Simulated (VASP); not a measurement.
Crystal: H2Rh.

```
H Rh
1.0
    -1.34894    1.34894    3.30913
     1.34894   -1.34894    3.30913
     1.34894    1.34894   -3.30913
H Rh
2 1
Direct
  0.66500 0.66500 0.00000
  0.33500 0.33500 0.00000
  0.00000 0.00000 0.00000
```

| Item | Value |
| --- | --- |
| Program | VASP 6.6.1 |
| Task | relaxation of cell and atoms |
| Functional | PBE |
| Potentials or basis | VASP PAW PBE potentials, release 64 (H, Rh_pv) |
| Cutoff | 600 eV |
| k mesh | 8 × 8 × 8 |
| Occupations | gaussian, width 0.1 eV |
| Spin | no spin polarisation |

At the start: pressure -17.2 GPa; volume 8.03 Å³/atom.

Q: Where does the relaxation end?

A: Over 9 steps the energy falls by 260.9 meV/atom and the volume is 6.66 Å³/atom (-17.1 %); space group I4/mmm (No. 139, to 0.05 Å).

Step by step:
```csv
step,energy change (eV),largest force (eV/Å),pressure (GPa),volume (Å³)
1,0.0000,0.5400,-17.18,24.09
2,-0.3002,0.2987,-1.36,21.19
3,-0.3359,0.2112,7.44,20.18
4,-0.5958,0.0484,8.18,19.53
5,-0.7157,0.1616,15.13,18.72
6,-0.7674,0.0195,-6.29,20.73
7,-0.7811,0.0681,-0.47,20.05
8,-0.7820,0.0541,-0.26,20.02
9,-0.7827,0.0262,0.11,19.98
```

Final structure:
```xyz
3
Lattice="-1.4086 1.4086 2.5170 1.4086 -1.4086 2.5170 1.4086 1.4086 -2.5170" Properties=species:S:1:pos:R:3 pbc="T T T"
H     0.0000    0.0000    3.2493
H     0.0000    0.0000    1.7847
Rh    0.0000    0.0000    0.0000
```

Caveat: the k points lie up to 0.39 Å⁻¹ apart in the final cell; the volume moved by over 15 % at a fixed basis, so the end points are rough.
